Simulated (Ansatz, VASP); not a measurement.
## MgO: VASP beside Ansatz

INCAR

```
SYSTEM = MgO
PREC = Accurate ; ENCUT = 520
EDIFF = 1E-6 ; ISMEAR = 0
SIGMA = 0.05 ; LREAL = .FALSE.
LASPH = .TRUE. ; NELM = 60
ALGO = Normal ; ISIF = 2
LWAVE = .FALSE. ; LCHARG = .FALSE.
GGA = PE ; NBANDS = 16
```

File KPOINTS:

```
Automatic mesh
0
G
  9 9 6
  0 0 0
```

File POSCAR:

```
MgO
1.0
    3.6035392320      0.0000000000      0.0000000000
   -1.8017696160      3.1207565184      0.0000000000
    0.0000000000      0.0000000000      4.0414032678
Mg O
2 2
Direct
    0.6694707015      0.3333333333      0.7500000000
    0.3361373682      0.6666666667      0.2500000000
    0.6624068962      0.3333333333      0.2500000000
    0.3290735629      0.6666666667      0.7500000000
```

Input for Ansatz:

```yaml
crystal:
  lattice:
    - [3.603539232, 0.0, 0.0]
    - [-1.801769616, 3.1207565184, 0.0]
    - [0.0, 0.0, 4.0414032678]
  atoms:
    - { symbol: Mg, position: [0.6694707015, 0.3333333333, 0.75] }
    - { symbol: Mg, position: [0.3361373682, 0.6666666667, 0.25] }
    - { symbol: O, position: [0.6624068962, 0.3333333333, 0.25] }
    - { symbol: O, position: [0.3290735629, 0.6666666667, 0.75] }
basis:
  ecutwfc: 520.0
kpoints:
  mp_grid: { grid: [9, 9, 6] }
hamiltonian:
  xc: pbe
  pseudopotentials: { kind: paw, azcp: { folder: soft_1 } }
scf:
  occupations: { method: gaussian, width: 0.05 }
output:
  forces: true
  stress: true
  eigenvalues: true
```

Change from the starting cell: mode 8 frozen in at -0.015 Å, strain +e along z and -e/2 along x and y -0.0467.

Alike in both runs: task single point; functional PBE; k mesh 9 × 9 × 6; occupations gaussian, width 0.05 eV; no spin polarisation.

|  | VASP | Ansatz |
| --- | --- | --- |
| version | VASP 6.6.1 | Ansatz 0.2.0 |
| potentials or method | VASP PAW PBE potentials, release 64 (Mg, O), cutoff 520 eV | scalar-relativistic, plane waves, PAW |
| valence electrons in the cell | 16 | 32 |

```csv
,VASP,Ansatz,Ansatz less VASP
gap on the k mesh at the Fermi level (eV),3.37,3.39,+0.019
least direct gap on the mesh (eV),3.37,3.39,+0.019
pressure (GPa),1.3,1.9,+0.57
"traceless stress, the component that is largest in VASP (GPa)",8.41,8.45,+0.040
rms of the force components (eV/Å),0.088,0.087,-0.0009
```

Atom by atom the forces differ by 0.001 eV/Å (rms over components). VASP's potentials hold 16 valence electrons a cell and Ansatz's 32, so a difference there can come from the potentials and not from the codes.
